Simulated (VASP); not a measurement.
Here is a VASP 6.6.1 calculation.

Contents of INCAR:

```
PREC     = Accurate       # precision mode
ENCUT    = 520            # plane-wave cutoff, eV
EDIFF    = 1E-6           # SCF threshold, eV
ISMEAR   = 0              # smearing method
SIGMA    = 0.1            # smearing width, eV
LREAL    = F              # projectors in reciprocal space
LASPH    = T              # aspherical terms in the spheres
NELM     = 100            # most SCF steps
ALGO     = Normal         # electronic algorithm
ISIF     = 2              # what is computed and relaxed
LWAVE    = F              # write WAVECAR
LCHARG   = T              # write CHGCAR
GGA      = PS             # functional
LELF     = T              # ELF
LVHAR    = T            
NBANDS   = 24             # bands
```

The input KPOINTS:

```
regular mesh
0
Gamma
  8 12 8
```

The input POSCAR:

```
AgAs
1.0
    4.9913820000      0.0000000000      0.0000000000
    0.0000000000      2.9607890000      0.0000000000
    0.0000000000      0.0000000000      5.1726990000
Ag As
2 2
Direct
    0.2500000000      0.0000000000      0.8352290000
    0.7500000000      0.0000000000      0.1647710000
    0.7500000000      0.5000000000      0.6656450000
    0.2449953740      0.5013273489      0.3271595301
```

Potentials or basis: VASP PAW PBE potentials, release 64 (Ag, As).

Command:

```sh
$ cat potpaw_PBE.64/Ag/POTCAR potpaw_PBE.64/As/POTCAR > POTCAR
$ mpirun -np 1 vasp_std > vasp.out
```

(1) Predict the largest force.

(2) What does it give for the band gap on the k mesh?

Results:

(1) 0.081 eV/Å.

(2) zero (bands 16 and 17 overlap by 2.72 eV).

Caveat: the cell differs from its parent crystal (one atom moved); the cell stands under tension; the PAW data sets were made with another functional, which shifts forces and pressure a little.
